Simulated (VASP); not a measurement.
The system is MnO2.

```xyz
3
Lattice="2.6069 0.0000 0.0000 -1.3034 2.2576 0.0000 0.0000 0.0000 4.1991" Properties=species:S:1:pos:R:3 pbc="T T T"
Mn    0.0000    0.0000    2.0996
O     1.3034    0.7525    1.2333
O     0.0000    1.5051    2.9658
```

Base run:

* Program: VASP 6.6.1
* Functional: LDA
* Potentials or basis: VASP PAW LDA potentials, release 64 (Mn_sv, O)
* Cutoff: 700 eV
* k mesh: 11 × 11 × 6
* Occupations: fermi-dirac, width 0.03 eV
* Spin: no spin polarisation

Its results: pressure 71.5 GPa; largest force 4.853 eV/Å.

Q: The run is repeated on the same cell with these changes: spin from no spin polarisation to collinear spin, ferromagnetic start; further incar settings from ALGO = Normal; EDIFF = 1e-06; NBANDS = 20 to ALGO = Normal; EDIFF = 1e-06; NBANDS = 24. What comes out?

A: Pressure 84.3 GPa; net moment 2.68 μB per cell; site moments Mn +2.24; O +0.14 μB; largest force 5.061 eV/Å.

Caveats: the stress differs along the axes, from 55 to 80 GPa (at least some runs); an odd number of electrons without spin polarisation forces a metal (at least some runs); a magnetic or distorted state may lie lower (at least some runs); the stress differs along the axes, from 58 to 98 GPa (at least some runs); a cell with one magnetic atom can't hold antiferromagnetic order, which such compounds often take (at least some runs); forces of over 1 eV/Å act on the atoms, so gaps and moduli don't describe the material at rest (at least some runs).
